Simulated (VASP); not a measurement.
Crystal: MnO.

```
Mn O
1.0
     0.00000    2.22391    2.22391
     2.22391    0.00000    2.22391
     2.22391    2.22391    0.00000
Mn O
1 1
Direct
  0.00000 0.00000 0.00000
  0.50000 0.50000 0.50000
```

Base run:

* Program: VASP 6.6.1
* Functional: PBEsol
* Potentials or basis: VASP PAW PBE potentials, release 64 (Mn_pv, O)
* Cutoff: 520 eV
* k mesh: 10 × 10 × 10
* Occupations: fermi-dirac, width 0.05 eV
* Spin: collinear spin, ferromagnetic start
* Starting moments: [4.0, 0.0] μB
* Hubbard terms: Mn d U = 5.0 eV

Its results: band gap on the k mesh 0.31 eV (least direct gap 2.58 eV); pressure 1.5 GPa; net moment 5.00 μB per cell; site moments Mn +4.64; O +0.13 μB.

Q: The run is repeated on the same cell with these changes: functional from PBEsol to r2SCAN. What comes out?

A: Band gap on the k mesh 1.06 eV (least direct gap 3.21 eV); pressure 3.8 GPa; net moment 5.00 μB per cell; site moments Mn +4.69; O +0.13 μB.

Caveats: the PAW data sets were made with another functional, which shifts forces and pressure a little; a cell with one magnetic atom can't hold antiferromagnetic order, which such compounds often take; the cell stands under pressure (at least some runs).

A k mesh can miss the band edges.
